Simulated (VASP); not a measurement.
# CsSnI3 (Pm-3m) in VASP: settings compared

Aim: see how the results for CsSnI3 move with the level of theory and the settings. Levels: PBE, revPBE, BLYP. Tasks: single point.

All numbers are computed with VASP 6.6.1; they aren't measurements. Logs are shortened: lines on timing, memory, paths and dates and some standing lists are left out, and cuts for length are marked.

## Step 1: The cell of the first run

Symmetry: Pm-3m, No. 221, cubic system. The conventional cell has a = 6.206 Å, b = 6.206 Å, c = 6.206 Å, α = 90.00°, β = 90.00°, γ = 90.00°. Within 5.8 Å of Cs (site symmetry m-3m) lie 12 I at 4.39 Å and 8 Sn at 5.37 Å. Within 4.1 Å of I (site symmetry 4/mmm) lie 2 Sn at 3.10 Å. Sn (site symmetry m-3m) has 6 I at 3.10 Å within 4.1 Å.

## Step 2: Single point, PBE

File INCAR:

```
SYSTEM = CsSnI3
PREC = Accurate
ENCUT = 520
EDIFF = 1E-7
ISMEAR = 0
SIGMA = 0.012
LREAL = .FALSE.
LASPH = .TRUE.
NELM = 100
ALGO = Normal
ISIF = 2
LWAVE = .FALSE.
LCHARG = .FALSE.
GGA = PE
NBANDS = 30
```

File KPOINTS:

```
Automatic mesh
0
G
  5 5 5
  0 0 0
```

File POSCAR:

```
CsSnI3
1.0
    6.2057000000      0.0000000000      0.0000000000
    0.0000000000      6.2057000000      0.0000000000
    0.0000000000      0.0000000000      6.2057000000
Cs I Sn
1 3 1
Direct
    0.0000000000      0.0000000000      0.0000000000
    0.5000000000      0.5000000000      0.0000000000
    0.5000000000      0.0000000000      0.5000000000
    0.0000000000      0.5000000000      0.5000000000
    0.5000000000      0.5000000000      0.5000000000
```

Potentials or basis: VASP PAW PBE potentials, release 64 (Cs_sv, I, Sn_d).

Launch:

```console
$ cat potpaw_PBE.64/Cs_sv/POTCAR potpaw_PBE.64/I/POTCAR potpaw_PBE.64/Sn_d/POTCAR > POTCAR
$ mpirun -np 1 vasp_std > vasp.out
```

OUTCAR:

```text
SYSTEM = CsSnI3
   PREC = Accurate
   ENCUT = 520
   EDIFF = 1E-7
   ISMEAR = 0
   LREAL = .FALSE.
   LASPH = .TRUE.
   NELM = 100
   ISIF = 2
   GGA = PE

 ion  position               nearest neighbor table
   1  0.000  0.000  0.000-
   2  0.500  0.500  0.000-   5 3.10   5 3.10
   3  0.500  0.000  0.500-   5 3.10   5 3.10
   4  0.000  0.500  0.500-   5 3.10   5 3.10
   5  0.500  0.500  0.500-   2 3.10   3 3.10   4 3.10   2 3.10   3 3.10   4 3.10

  LATTYP: Found a simple cubic cell.
 ALAT       =     6.2057000000

  Lattice vectors:

 A1 = (   6.2057000000,   0.0000000000,   0.0000000000)
 A2 = (   0.0000000000,   6.2057000000,   0.0000000000)
 A3 = (   0.0000000000,   0.0000000000,   6.2057000000)

Analysis of symmetry for initial positions (statically):
=====================================================================
 Subroutine PRICEL returns:
 Original cell was already a primitive cell.

 Routine SETGRP: Setting up the symmetry group for a
 simple cubic supercell.

 Subroutine GETGRP returns: Found 48 space group operations
 (whereof 48 operations were pure point group operations)
 out of a pool of 48 trial point group operations.

The static configuration has the point symmetry O_h .

Analysis of symmetry for dynamics (positions and initial velocities):
=====================================================================
 Subroutine PRICEL returns:
 Original cell was already a primitive cell.

 Routine SETGRP: Setting up the symmetry group for a
 simple cubic supercell.

 Subroutine GETGRP returns: Found 48 space group operations
 (whereof 48 operations were pure point group operations)
 out of a pool of 48 trial point group operations.

The dynamic configuration has the point symmetry O_h .

 Subroutine INISYM returns: Found 48 space group operations
 (whereof 48 operations are pure point group operations),
 and found     1 'primitive' translations

----------------------------------------------------------------------------------------

                                     Primitive cell

  volume of cell :     238.9859

  direct lattice vectors                    reciprocal lattice vectors
     6.205700000  0.000000000  0.000000000     0.161142176  0.000000000  0.000000000
     0.000000000  6.205700000  0.000000000     0.000000000  0.161142176  0.000000000
     0.000000000  0.000000000  6.205700000     0.000000000  0.000000000  0.161142176

  length of vectors
     6.205700000  6.205700000  6.205700000     0.161142176  0.161142176  0.161142176

  position of ions in fractional coordinates (direct lattice)
     0.000000000  0.000000000  0.000000000
     0.500000000  0.500000000  0.000000000
     0.500000000  0.000000000  0.500000000
     0.000000000  0.500000000  0.500000000
     0.500000000  0.500000000  0.500000000

  ion indices of the primitive-cell ions
   primitive index   ion index
                 1           1
                 2           2
                 3           3
                 4           4
                 5           5

----------------------------------------------------------------------------------------

 KPOINTS: Automatic mesh

Automatic generation of k-mesh.
 Grid dimensions read from file:
 generate k-points for:    5    5    5

 Generating k-lattice:

  Cartesian coordinates                     Fractional coordinates (reciprocal lattice)
     0.032228435  0.000000000  0.000000000     0.200000000  0.000000000  0.000000000
     0.000000000  0.032228435  0.000000000     0.000000000  0.200000000  0.000000000
     0.000000000  0.000000000  0.032228435     0.000000000  0.000000000  0.200000000

  Length of vectors
     0.032228435  0.032228435  0.032228435

  Shift w.r.t. Gamma in fractional coordinates (k-lattice)
     0.000000000  0.000000000  0.000000000

 Subroutine IBZKPT returns following result:
 ===========================================

 Found     10 irreducible k-points:

 Following reciprocal coordinates:
            Coordinates               Weight
  0.000000  0.000000  0.000000      1.000000
  0.200000  0.000000  0.000000      6.000000
  0.400000  0.000000  0.000000      6.000000
  0.200000  0.200000  0.000000     12.000000
  0.400000  0.200000  0.000000     24.000000
  0.400000  0.400000  0.000000     12.000000
  0.200000  0.200000  0.200000      8.000000
  0.400000  0.200000  0.200000     24.000000
  0.400000  0.400000  0.200000     24.000000
  0.400000  0.400000  0.400000      8.000000
   k-points           NKPTS =     10   k-points in BZ     NKDIM =     10   number of bands    NBANDS=     30
   number of dos      NEDOS =    301   number of ions     NIONS =      5
   total plane-waves  NPLWV = 110592
   dimension x,y,z NGX =    48 NGY =   48 NGZ =   48
   dimension x,y,z NGXF=    96 NGYF=   96 NGZF=   96
   ions per type =               1   3   1
   NGX,Y,Z   is equivalent  to a cutoff of  12.86, 12.86, 12.86 a.u.
   NGXF,Y,Z  is equivalent  to a cutoff of  25.72, 25.72, 25.72 a.u.
 SYSTEM =  CsSnI3
   PREC   = accura    normal or accurate (medium, high low for compatibility)
   ISTART =      0    job   : 0-new  1-cont  2-samecut
   ICHARG =      2    charge: 1-file 2-atom 10-const
   ISPIN  =      1    spin polarized calculation?
   LNONCOLLINEAR =      F non collinear calculations
   LSORBIT =      F    spin-orbit coupling
   LASPH  =      T    aspherical Exc in radial PAW
   ENCUT  =  520.0 eV  38.22 Ry    6.18 a.u.  11.54 11.54 11.54*2*pi/ulx,y,z
   NELM   =    100;   NELMIN=  2; NELMDL= -5     # of ELM steps
   EDIFF  = 0.1E-06   stopping-criterion for ELM
   LREAL  =      F    real-space projection
   EDIFFG = 0.1E-05   stopping-criterion for IOM
   NSW    =      0    number of steps for IOM
   IBRION =     -1    ionic relax: 0-MD 1-quasi-New 2-CG
   NFREE  =      0    steps in history (QN), initial steepest desc. (CG)
   ISIF   =      2    stress and relaxation
   ISYM   =      2    0-nonsym 1-usesym 2-fastsym
   POTIM  = 0.5000    time-step for ionic-motion
   TEBEG  =    0.0;   TEEND  =   0.0 temperature during run
   PSTRESS=    0.0 pullay stress
   NELECT =      44.0000    total number of electrons
   NUPDOWN=      -1.0000    fix difference up-down
   EMIN   =  10.00;   EMAX   =-10.00  energy-range for DOS
   EFERMI =   0.00;   METHOD = LEGACY
   ISMEAR =     0;   SIGMA  =   0.01  broadening in eV -4-tet -1-fermi 0-gaus
   EFERMI_NEDOS =   21; number of points for ismear=-14 and -15
   IALGO  =     38    algorithm
   IMIX   =      4    mixing-type and parameters
     AMIX     =   0.40;   BMIX     =  1.00
     AMIX_MAG =   1.60;   BMIX_MAG =  1.00
  volume/ion in A,a.u.               =      47.80       322.55
  Fermi-wavevector in a.u.,A,eV,Ry     =   0.931326  1.759950 11.801253  0.867368
  Thomas-Fermi vector in A             =   2.057807
   LORBIT       =      0    0 simple, 1 ext, 2 COOP (PROOUT), +10 PAW based schemes
   GGA     = PE    functional components
   LHFCALC =     F    Hartree Fock is set to
   AEXX    =    0.0000 exact exchange contribution
   IVDW    =     0    specifies the selected vdW correction
   LEPSILON=     F    determine dielectric tensor
   LRPA    =     F    only Hartree local field effects (RPA)
 non-spin polarized calculation
 Gauss-broadening in eV      SIGMA  =   0.01
  energy-cutoff  :      520.00
  volume of cell :      238.99
 maximum number of plane-waves:      6455
 NGX is ok and might be reduce to    48
   NGX = 23   NGY = 23   NGZ = 23

 number of electron      43.9999983 magnetization

 Free energy of the ion-electron system (eV)
  ---------------------------------------------------
  ext. energy  EPLUGINS =         0.00000000
  ---------------------------------------------------
  free energy    TOTEN  =       -14.04956915 eV

  energy without entropy =      -14.04956915  energy(sigma->0) =      -14.04956915

 E-fermi :   2.0509     XC(G=0):  -7.5248

 val. band max:        1.9980701915   @ k =   0.4000   0.4000   0.4000
 cond. band min:       3.7435643179   @ k =   0.4000   0.4000   0.4000
 fundamental gap:      1.7454941263
 Fermi energy:         2.0509432074

 k-point     1 :       0.0000    0.0000    0.0000
  band No.  band energies     occupation
      1     -19.4323      2.00000
      2     -19.1952      2.00000
      3     -19.1952      2.00000
      4     -19.1748      2.00000
      5     -19.1748      2.00000
      6     -19.1748      2.00000
[... 22 lines left out ...]
     29       7.6047      0.00000
     30       7.6047      0.00000

 k-point     2 :       0.2000    0.0000    0.0000
  band No.  band energies     occupation
      1     -19.4322      2.00000
      2     -19.1952      2.00000
      3     -19.1946      2.00000
      4     -19.1748      2.00000
      5     -19.1748      2.00000
      6     -19.1748      2.00000
[... 22 lines left out ...]
     29       6.6596      0.00000
     30       7.5229      0.00000

 k-point     3 :       0.4000    0.0000    0.0000
  band No.  band energies     occupation
      1     -19.4319      2.00000
      2     -19.1952      2.00000
      3     -19.1937      2.00000
      4     -19.1749      2.00000
      5     -19.1749      2.00000
      6     -19.1748      2.00000
[... 22 lines left out ...]
     29       7.1986      0.00000
     30       7.4844      0.00000

 k-point     4 :       0.2000    0.2000    0.0000
  band No.  band energies     occupation
      1     -19.4320      2.00000
      2     -19.1949      2.00000
      3     -19.1943      2.00000
      4     -19.1749      2.00000
      5     -19.1748      2.00000
      6     -19.1748      2.00000
[... 154 lines left out ...]
     29       7.5645      0.00000
     30       7.8257      0.00000

 k-point     9 :       0.4000    0.4000    0.2000
  band No.  band energies     occupation
      1     -19.4315      2.00000
      2     -19.1939      2.00000
      3     -19.1930      2.00000
      4     -19.1750      2.00000
      5     -19.1750      2.00000
      6     -19.1750      2.00000
[... 22 lines left out ...]
     29       7.3295      0.00000
     30       7.7645      0.00000

 k-point    10 :       0.4000    0.4000    0.4000
  band No.  band energies     occupation
      1     -19.4313      2.00000
      2     -19.1930      2.00000
      3     -19.1930      2.00000
      4     -19.1751      2.00000
      5     -19.1751      2.00000
      6     -19.1751      2.00000
[... 22 lines left out ...]
     29       7.0092      0.00000
     30       7.9960      0.00000

------------------------ aborting loop because EDIFF is reached ----------------------------------------

  FORCE on cell =-STRESS in cart. coord.  units (eV):
  Direction    XX          YY          ZZ          XY          YZ          ZX
  --------------------------------------------------------------------------------------
  -------------------------------------------------------------------------------------
  Total        0.7758702      0.7758702      0.7758702      0.0000000      0.0000000      0.0000000
  in kB        5.2014844      5.2014844      5.2014844      0.0000000      0.0000000      0.0000000
  external PRESSURE =       5.2014844 kB  Pullay stress =       0.0000000 kB

 VOLUME and BASIS-vectors are now :
 -----------------------------------------------------------------------------
  energy-cutoff  :      520.00
  volume of cell :      238.99
      direct lattice vectors                 reciprocal lattice vectors
     6.205700000  0.000000000  0.000000000     0.161142176  0.000000000  0.000000000
     0.000000000  6.205700000  0.000000000     0.000000000  0.161142176  0.000000000
     0.000000000  0.000000000  6.205700000     0.000000000  0.000000000  0.161142176

 POSITION                                       TOTAL-FORCE (eV/Angst)
 -----------------------------------------------------------------------------------
      0.00000      0.00000      0.00000         0.000000      0.000000      0.000000
      3.10285      3.10285      0.00000         0.000000      0.000000      0.000000
      3.10285      0.00000      3.10285         0.000000      0.000000      0.000000
      0.00000      3.10285      3.10285         0.000000      0.000000      0.000000
      3.10285      3.10285      3.10285         0.000000      0.000000      0.000000
 -----------------------------------------------------------------------------------
    total drift:                                0.000000     -0.000000     -0.000000

  FREE ENERGIE OF THE ION-ELECTRON SYSTEM (eV)
  ---------------------------------------------------
  free  energy   TOTEN  =       -14.0495691510 eV

  energy  without entropy=      -14.0495691510  energy(sigma->0) =      -14.04956915
```

It took 47 s on 1 thread of Intel Xeon 6975P-C (Granite Rapids), shared host; peak memory 0.35 GiB.

What came out:

- Free energy: -14.0496 eV
- Pressure: 0.5 GPa
- Band gap on the k mesh: 1.75 eV, direct

Levels at points of the mesh, in eV from the valence-band top:
| k point | band 19 | band 20 | band 21 | band 22 | band 23 | band 24 | band 25 | band 26 |
| --- | --- | --- | --- | --- | --- | --- | --- | --- |
| (0.00, 0.00, 0.00) | -1.46 | -1.30 | -1.30 | -1.30 | 3.07 | 3.99 | 3.99 | 4.33 |

Caveat: spin-orbit coupling is left out, which moves the levels of the heavy elements. A k mesh can miss the band edges.

## Step 3: Single point, PBE

File INCAR:

```
SYSTEM = CsSnI3
ALGO     = Normal         ! electronic algorithm
EDIFF    = 1E-6           ! SCF threshold, eV
ENCUT    = 520            ! plane-wave cutoff, eV
GGA      = PE             ! functional
ISIF     = 2              ! what is computed and relaxed
ISMEAR   = 0              ! smearing method
LASPH    = .True.         ! aspherical terms in the spheres
LCHARG   = .False.        ! write CHGCAR
LREAL    = .False.        ! projectors in reciprocal space
LWAVE    = .False.        ! write WAVECAR
NBANDS   = 30             ! bands
NELM     = 100            ! most SCF steps
PREC     = Accurate       ! precision mode
SIGMA    = 0.013000000000000001 ! smearing width, eV
```

File KPOINTS:

```
k-points
0
Gamma
  5 5 5
  0 0 0
```

POSCAR is that of step 2.

Potentials or basis: VASP PAW PBE potentials, release 64 (Cs_sv, I, Sn_d).

Launch:

```console
$ cat potpaw_PBE.64/Cs_sv/POTCAR potpaw_PBE.64/I/POTCAR potpaw_PBE.64/Sn_d/POTCAR > POTCAR
$ mpirun -np 1 vasp_std > vasp.out
```

It took 36 s on 1 thread of Intel Xeon 6975P-C (Granite Rapids), shared host; peak memory 0.35 GiB.

Results (log left out):

```
Free energy            : -14.0496 eV
Pressure               : 0.5 GPa
Band gap on the k mesh : 1.75 eV, direct
```

Levels at points of the mesh, in eV from the valence-band top:
```csv
k point,band 20,band 21,band 22,band 23,band 24,band 25
"(0.00, 0.00, 0.00)",-1.30,-1.30,-1.30,3.07,3.99,3.99
```

Caveat: spin-orbit coupling is left out, which moves the levels of the heavy elements.

## Step 4: Single point, PBE

File INCAR:

```
SYSTEM = CsSnI3
ALGO = Normal
EDIFF = 1E-6
ENCUT = 520
GGA = PE
ISIF = 2
ISMEAR = 0
LASPH = .True.
LCHARG = .True.
LELF = .True.
LREAL = .False.
LVHAR = .True.
LWAVE = .False.
NBANDS = 30
NELM = 100
PREC = Accurate
SIGMA = 0.014
```

KPOINTS is that of step 3.

POSCAR is that of step 3.

Launch:

```console
$ cat potpaw_PBE.64/Cs_sv/POTCAR potpaw_PBE.64/I/POTCAR potpaw_PBE.64/Sn_d/POTCAR > POTCAR
$ mpirun -np 1 vasp_std > vasp.out
```

Wall time 34 s (1 thread of Intel Xeon 6975P-C (Granite Rapids), shared host); peak memory 0.35 GiB.

The run converged. Its results:

| Item | Value |
| --- | --- |
| Free energy | -14.0496 eV |
| Pressure | 0.5 GPa |
| Band gap on the k mesh | 1.75 eV, direct |

Levels at points of the mesh, in eV from the valence-band top:
```tsv
k point	band 18	band 19	band 20	band 21	band 22	band 23	band 24	band 25	band 26	band 27
(0.00, 0.00, 0.00)	-1.46	-1.46	-1.30	-1.30	-1.30	3.07	3.99	3.99	4.33	4.33
```

Caveat: spin-orbit coupling is left out, which moves the levels of the heavy elements. Expect the measured gap to be larger: semilocal functionals such as PBE lack the derivative discontinuity.

## Step 5: Single point, revPBE

This run uses another cell than the first one, of 52.18 Å³/atom, 1.092 times its volume.

File INCAR:

```
SYSTEM = CsSnI3
ALGO = Normal
EDIFF = 1E-6
ENCUT = 520
GGA = RE
ISIF = 2
ISMEAR = -1
LASPH = .TRUE.
LCHARG = .FALSE.
LREAL = .FALSE.
LWAVE = .FALSE.
NBANDS = 30
NELM = 100
PREC = Accurate
SIGMA = 0.05
```

File KPOINTS:

```
k-points
0
G
  5 5 5
  0 0 0
```

POSCAR, as its differences from that of step 4:

```diff
@@ -2,5 +2,5 @@
 1.0
-    6.2057000000      0.0000000000      0.0000000000
-    0.0000000000      6.2057000000      0.0000000000
-    0.0000000000      0.0000000000      6.2057000000
+    6.3896695266      0.0000000000      0.0000000000
+    0.0000000000      6.3896695266      0.0000000000
+    0.0000000000      0.0000000000      6.3896695266
 Cs I Sn
```

Launch:

```console
$ cat potpaw_PBE.64/Cs_sv/POTCAR potpaw_PBE.64/I/POTCAR potpaw_PBE.64/Sn_d/POTCAR > POTCAR
$ mpirun -np 1 vasp_std > vasp.out
```

Run time: 27 s. Hardware: 1 thread of Intel Xeon 6975P-C (Granite Rapids), shared host; peak memory 0.36 GiB.

Results (log left out):

| Quantity | Value |
| --- | --- |
| Free energy | -13.0463 eV |
| Pressure | 0.0 GPa |
| Band gap on the k mesh | 1.84 eV, direct |

Levels at points of the mesh, in eV from the valence-band top:
| k point | band 18 | band 19 | band 20 | band 21 | band 22 | band 23 | band 24 | band 25 | band 26 | band 27 |
| --- | --- | --- | --- | --- | --- | --- | --- | --- | --- | --- |
| (0.00, 0.00, 0.00) | -1.14 | -1.14 | -1.02 | -1.02 | -1.02 | 3.49 | 4.51 | 4.51 | 4.79 | 4.79 |

Caveat: the PAW data sets were made with another functional, which shifts forces and pressure a little; spin-orbit coupling is left out, which moves the levels of the heavy elements. A k mesh can miss the band edges.

(Part 1 of 2 ends here.)
